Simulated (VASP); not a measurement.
## P: single point with PBEsol

P:

```
CELL_PARAMETERS angstrom
-2.43474 0.00000 -0.00524
0.00000 -2.43463 0.00000
-1.23717 0.00000 9.58327
ATOMIC_POSITIONS crystal
P 0.56250 0.00000 0.87500
P 0.81250 0.00000 0.37500
P 0.93750 0.00000 0.12500
P 0.68750 0.00000 0.62500
```

This cell differs from its parent crystal: the part above a cut slid along it.

```json
{
  "Program": "VASP 6.6.1",
  "Task": "single point",
  "Functional": "PBEsol",
  "Potentials or basis": "VASP PAW PBE potentials, release 64 (P)",
  "Cutoff": "520 eV",
  "k mesh": "24 × 24 × 6",
  "Occupations": "gaussian, width 0.15 eV",
  "Spin": "no spin polarisation",
  "Dipole correction": "no",
  "Further INCAR settings": "ALGO = Normal; EDIFF = 1e-06; NBANDS = 18"
}
```

* Pressure: 1.1 GPa
* Largest force: 0.524 eV/Å
* Band gap on the k mesh: zero (bands 10 and 11 overlap by 8.19 eV)

Forces on the atoms (eV/Å):
```
P    0.004  0.000 -0.524
P   -0.002  0.000 -0.271
P   -0.004  0.000  0.524
P    0.002  0.000  0.271
```

Stress tensor (GPa, compression positive):
```
 0.16  0.00 -0.07
 0.00 -0.63  0.00
-0.07  0.00  3.77
```

Levels at points of the mesh, in eV from the Fermi level:
| k point | band 8 | band 9 | band 10 | band 11 | band 12 | band 13 |
| --- | --- | --- | --- | --- | --- | --- |
| (0.00, 0.00, 0.00) | 4.92 | 5.16 | 5.20 | 5.31 | 6.03 | 6.10 |
| (0.50, 0.00, 0.00) | -6.05 | -3.96 | -1.75 | 1.19 | 2.02 | 5.25 |
| (0.00, 0.50, 0.00) | -5.44 | -5.27 | 0.56 | 0.76 | 0.79 | 6.03 |
| (0.50, 0.50, 0.00) | -4.30 | -3.67 | -2.82 | -2.62 | -2.07 | -0.41 |
| (0.00, 0.00, 0.50) | 1.61 | 4.89 | 5.20 | 5.24 | 6.03 | 6.04 |
| (0.50, 0.00, 0.50) | -6.05 | -3.96 | -1.75 | 1.19 | 2.02 | 5.25 |
| (0.00, 0.50, 0.50) | -6.15 | -3.11 | -2.94 | 2.40 | 2.47 | 4.61 |
| (0.50, 0.50, 0.50) | -4.30 | -3.67 | -2.82 | -2.62 | -2.07 | -0.41 |

It took 4.9 min on 1 thread of AMD EPYC 9R45 96-Core Processor (Zen 5) (shared host), peak memory 0.67 GiB.

Caveat: the cell differs from its parent crystal (the part above a cut slid along it); the PAW data sets were made with another functional, which shifts forces and pressure a little.
